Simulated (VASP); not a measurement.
Mg:

```xyz
2
Lattice="3.2093 0.0000 0.0000 -1.6046 2.7793 0.0000 0.0000 0.0000 5.2103" Properties=species:S:1:pos:R:3 pbc="T T T"
Mg    0.0000    1.8529    1.3026
Mg    1.6047    0.9264    3.9077
```

| Quantity | Value |
| --- | --- |
| Program | VASP 6.6.1 |
| Task | relaxation of cell and atoms |
| Functional | PBEsol |
| Potentials or basis | VASP PAW PBE potentials, release 64 (Mg) |
| Cutoff | 600 eV |
| k mesh | 18 × 18 × 10 |
| Occupations | fermi-dirac, width 0.08 eV |
| Spin | no spin polarisation |

At the start: pressure -1.1 GPa; volume 23.24 Å³/atom.

Q: How do energy, volume and symmetry change on relaxing?

A: Over 7 steps the energy falls by 2.7 meV/atom and the volume is 22.50 Å³/atom (-3.2 %); space group P6_3/mmc (No. 194, to 0.1 Å) before and after.

The path:
| step | energy change (eV) | largest force (eV/Å) | pressure (GPa) | volume (Å³) |
| --- | --- | --- | --- | --- |
| 1 | 0.0000 | 0.0000 | -1.15 | 46.47 |
| 2 | -0.0051 | 0.0000 | -0.31 | 45.36 |
| 3 | -0.0055 | 0.0000 | 0.00 | 44.99 |
| 4 | -0.0055 | 0.0000 | 0.02 | 44.96 |
| 5 | -0.0055 | 0.0000 | 0.00 | 44.99 |
| 6 | -0.0055 | 0.0000 | -0.02 | 45.01 |
| 7 | -0.0055 | 0.0000 | -0.01 | 45.00 |

Final structure:
```
Mg
1.0
     3.17785    0.00000    0.00000
    -1.58892    2.75210    0.00000
     0.00000    0.00000    5.14511
Mg
2
Cartesian
  0.0000 1.8347 1.2863
  1.5889 0.9174 3.8588
```

Caveat: the PAW data sets were made with another functional, which shifts forces and pressure a little.
